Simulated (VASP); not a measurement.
Here is a VASP 6.6.1 calculation.

Contents of INCAR:

```
PREC     = Accurate       # precision mode
ENCUT    = 520            # plane-wave cutoff, eV
EDIFF    = 1E-6           # SCF threshold, eV
ISMEAR   = 0              # smearing method
SIGMA    = 0.15           # smearing width, eV
LREAL    = False          # projectors in reciprocal space
LASPH    = True           # aspherical terms in the spheres
NELM     = 80             # most SCF steps
ALGO     = Normal         # electronic algorithm
ISIF     = 2              # what is computed and relaxed
LWAVE    = False          # write WAVECAR
LCHARG   = False          # write CHGCAR
GGA      = PS             # functional
NBANDS   = 8              # bands
```

The input KPOINTS:

```
regular mesh
0
Gamma
  16 16 16
```

Contents of POSCAR:

```
Sb
1.0
    3.2390000000      0.0000000000      0.0000000000
    0.0000000000      3.2390000000      0.0000000000
    0.0000000000      0.0000000000      3.0020000000
Sb
1
Direct
    0.0000000000      0.0000000000      0.0000000000
```

Potentials or basis: VASP PAW PBE potentials, release 64 (Sb).

Run with:

```console
$ cat potpaw_PBE.64/Sb/POTCAR > POTCAR
$ mpirun -np 1 vasp_std > vasp.out
```

Question: Predict the pressure.

Answer: -4.2 GPa.

Stress tensor (GPa, compression positive):
```
-6.68  0.00  0.00
 0.00 -6.68  0.00
 0.00  0.00  0.83
```

Caveat: the cell differs from its parent crystal (strain +0.025 along x and y, -0.050 along z); the PAW data sets were made with another functional, which shifts forces and pressure a little.
